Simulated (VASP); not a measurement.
# ScAl3 (Pm-3m) in VASP: a series of runs, part 2 of 2

VASP 6.6.1.

**4. Single point, r2SCAN**

This run uses another cell than the first one: it holds 4 atoms, not 8.

Input file POSCAR:

```
ScAl3
1.0
    4.0447985183      0.0000000000      0.0000000000
    0.0000000000      4.0447985183      0.0000000000
    0.0000000000      0.0000000000      4.0447985183
Sc Al
1 3
Direct
    0.0000000000      0.0000000000      0.0000000000
    0.5000000000      0.0000000000      0.5000000000
    0.0000000000      0.5000000000      0.5000000000
    0.5000000000      0.5000000000      0.0000000000
```

Input file INCAR.step1:

```
PREC     = Accurate       # precision mode
ENCUT    = 520            # plane-wave cutoff, eV
ISMEAR   = 0              # smearing method
SIGMA    = 0.1            # smearing width, eV
LREAL    = F              # projectors in reciprocal space
LASPH    = T              # aspherical terms in the spheres
NELM     = 80             # most SCF steps
NBANDS   = 18             # bands
GGA      = PE             # functional
ALGO     = Normal         # electronic algorithm
EDIFF    = 1E-4           # SCF threshold, eV
LWAVE    = T              # write WAVECAR
LCHARG   = F              # write CHGCAR
```

Input file INCAR.step2:

```
PREC     = Accurate       # precision mode
ENCUT    = 520            # plane-wave cutoff, eV
EDIFF    = 1E-6           # SCF threshold, eV
ISMEAR   = 0              # smearing method
SIGMA    = 0.1            # smearing width, eV
LREAL    = F              # projectors in reciprocal space
LASPH    = T              # aspherical terms in the spheres
NELM     = 80             # most SCF steps
ALGO     = Normal         # electronic algorithm
ISIF     = 2              # what is computed and relaxed
LWAVE    = F              # write WAVECAR
LCHARG   = F              # write CHGCAR
METAGGA  = R2SCAN         # meta-GGA
LMIXTAU  = T            
NBANDS   = 18             # bands
ISTART   = 1
```

Input file KPOINTS:

```
regular mesh
0
Gamma
  10 10 10
```

Potentials or basis: VASP PAW PBE potentials, release 64 (Sc_sv, Al).

Command:

```bash
> cat potpaw_PBE.64/Sc_sv/POTCAR potpaw_PBE.64/Al/POTCAR > POTCAR
> cp INCAR.step1 INCAR
> mpirun -np 1 vasp_std > vasp.out
> cp INCAR.step2 INCAR
> mpirun -np 1 vasp_std > vasp.out
```

OUTCAR:

```text
PREC = Accurate
   ENCUT = 520
   EDIFF = 1E-6
   ISMEAR = 0
   LREAL = F
   LASPH = T
   NELM = 80
   ISIF = 2
   METAGGA = R2SCAN
   ISTART = 1

 ion  position               nearest neighbor table
   1  0.000  0.000  0.000-   2 2.86   3 2.86   4 2.86   2 2.86   3 2.86   3 2.86   4 2.86   3 2.86
                             2 2.86   4 2.86   2 2.86   4 2.86
   2  0.500  0.000  0.500-   1 2.86   3 2.86   4 2.86   1 2.86   4 2.86   3 2.86   4 2.86   4 2.86
                             1 2.86   3 2.86   1 2.86   3 2.86
   3  0.000  0.500  0.500-   1 2.86   2 2.86   4 2.86   1 2.86   4 2.86   1 2.86   2 2.86   1 2.86
                             2 2.86   4 2.86   4 2.86   2 2.86
   4  0.500  0.500  0.000-   1 2.86   2 2.86   3 2.86   2 2.86   3 2.86   1 2.86   2 2.86   2 2.86
                             1 2.86   3 2.86   3 2.86   1 2.86

  LATTYP: Found a simple cubic cell.
 ALAT       =     4.0447985183

  Lattice vectors:

 A1 = (   4.0447985183,   0.0000000000,   0.0000000000)
 A2 = (   0.0000000000,   4.0447985183,   0.0000000000)
 A3 = (   0.0000000000,   0.0000000000,   4.0447985183)

Analysis of symmetry for initial positions (statically):
[... 181 lines left out ...]
 fundamental gap:      0.0515130018
 Fermi energy:         7.6111361178

 k-point     1 :       0.0000    0.0000    0.0000
  band No.  band energies     occupation
      1     -43.3635      2.00000
      2     -21.1155      2.00000
      3     -21.1155      2.00000
      4     -21.1155      2.00000
      5      -3.2195      2.00000
      6       4.8386      2.00000
[... 481 lines left out ...]
      5      -2.1508      2.00000
      6       1.6354      2.00000
[... 10 lines left out ...]
     17      12.8635      0.00000
     18      13.7578      0.00000

 [... further k-points ...]

------------------------ aborting loop because EDIFF is reached ----------------------------------------

  FORCE on cell =-STRESS in cart. coord.  units (eV):
  Direction    XX          YY          ZZ          XY          YZ          ZX
  --------------------------------------------------------------------------------------
  -------------------------------------------------------------------------------------
  Total        1.2393701      1.2393701      1.2393701      0.0000000      0.0000000      0.0000000
  in kB       30.0068853     30.0068853     30.0068853      0.0000000      0.0000000      0.0000000
  external PRESSURE =      30.0068853 kB  Pullay stress =       0.0000000 kB

 VOLUME and BASIS-vectors are now :
 -----------------------------------------------------------------------------
  energy-cutoff  :      520.00
  volume of cell :       66.17
      direct lattice vectors                 reciprocal lattice vectors
     4.044798518  0.000000000  0.000000000     0.247231103  0.000000000  0.000000000
     0.000000000  4.044798518  0.000000000     0.000000000  0.247231103  0.000000000
     0.000000000  0.000000000  4.044798518     0.000000000  0.000000000  0.247231103

 POSITION                                       TOTAL-FORCE (eV/Angst)
 -----------------------------------------------------------------------------------
      0.00000      0.00000      0.00000         0.000000      0.000000      0.000000
      2.02240      0.00000      2.02240         0.000000      0.000000      0.000000
      0.00000      2.02240      2.02240         0.000000      0.000000      0.000000
      2.02240      2.02240      0.00000         0.000000      0.000000      0.000000
 -----------------------------------------------------------------------------------
    total drift:                               -0.000000     -0.000000      0.000000

  FREE ENERGIE OF THE ION-ELECTRON SYSTEM (eV)
  ---------------------------------------------------
  free  energy   TOTEN  =       -33.4928602176 eV

  energy  without entropy=      -33.4880363105  energy(sigma->0) =      -33.49044826
```

Wall time 2.7 min (1 thread of Oxide Virtual Turin-like, shared host); peak memory 0.18 GiB.

What came out:

* Free energy: -33.4929 eV
* Pressure: 3.0 GPa
* Band gap on the k mesh: zero (bands 10 and 11 overlap by 4.33 eV)

Levels at points of the mesh, in eV from the Fermi level:
| k point | band 6 | band 7 | band 8 | band 9 | band 10 | band 11 | band 12 | band 13 | band 14 | band 15 |
| --- | --- | --- | --- | --- | --- | --- | --- | --- | --- | --- |
| (0.00, 0.00, 0.00) | -2.77 | -2.77 | -2.04 | -2.04 | -2.04 | 1.29 | 1.42 | 1.42 | 1.42 | 5.54 |
| (0.50, 0.00, 0.00) | -7.91 | -1.92 | -1.92 | -1.67 | 1.01 | 1.01 | 1.32 | 1.36 | 1.81 | 2.51 |
| (0.50, 0.50, 0.00) | -6.05 | -6.05 | -4.79 | -0.60 | -0.60 | 1.19 | 1.54 | 2.38 | 2.86 | 3.75 |
| (0.50, 0.50, 0.50) | -5.08 | -5.08 | -4.96 | -3.32 | -3.32 | -3.32 | 1.13 | 2.98 | 2.98 | 4.50 |

Caveat: the cell stands under pressure; the PAW data sets were made with another functional, which shifts forces and pressure a little.

**5. The runs side by side**

| cell | k mesh | smearing | gap on the mesh (eV) | pressure (GPa) |
| --- | --- | --- | --- | --- |
| a = 4.086, b = 5.778, c = 5.778 Å, 8 atoms, atomic positions A | 8 × 6 × 6 | gaussian 0.15 eV | none | 0.0 |
| a = 3.987 Å, 4 atoms, atomic positions B | 10 × 10 × 10 | gaussian 0.1 eV | none | 8.0 |
| a = 4.045 Å, 4 atoms, atomic positions B | 10 × 10 × 10 | gaussian 0.1 eV | none | 3.0 |

Alike in all rows: task single point; level r2SCAN; potentials or basis VASP PAW PBE potentials, release 64 (Sc_sv, Al); no spin polarisation; cutoff (eV) 520.

Caveats: the PAW data sets were made with another functional, which shifts forces and pressure a little; the cell stands under pressure (at least some runs).

Absolute energies hang on the potentials; compare differences alone.

The gap in the log of VASP goes by the Fermi energy; the results here count the filled bands.